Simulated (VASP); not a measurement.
Input of a VASP 6.6.1 run:

Contents of INCAR:

```
SYSTEM = ZrS2
ALGO = Normal
EDIFF = 1E-6
ENCUT = 500
GGA_COMPAT = .FALSE.
ISIF = 2
ISMEAR = 0
LASPH = .TRUE.
LCHARG = .FALSE.
LREAL = .FALSE.
LWAVE = .FALSE.
NBANDS = 19
NELM = 120
PREC = Accurate
SIGMA = 0.1
```

Contents of KPOINTS:

```
k-points
0
G
  6 6 4
  0 0 0
```

The input POSCAR:

```
ZrS2
1.0
    3.6913825498      0.0000000000      0.0000000000
   -1.8456912749      3.1968310632      0.0000000000
    0.0000000000      0.0000000000      6.0410770100
Zr S
1 2
Direct
    0.0000000000      0.0000000000      0.0000000000
    0.6666666667      0.3333333333      0.7620900300
    0.3333333333      0.6666666667      0.2379099700
```

Potentials or basis: VASP PAW LDA potentials, release 64 (Zr_sv, S).

Command:

```sh
$ cat potpaw_LDA.64/Zr_sv/POTCAR potpaw_LDA.64/S/POTCAR > POTCAR
$ mpirun -np 1 vasp_std > vasp.out
```

What does it give for the largest force?

0.289 eV/Å.

What does it give for the band gap on the k mesh?

0.95 eV (least direct gap 1.53 eV).

Forces on the atoms (eV/Å):
```
Zr   0.000  0.000  0.000
S    0.000  0.000  0.289
S    0.000  0.000 -0.289
```

Caveat: the cell stands under tension. A k mesh can miss the band edges.
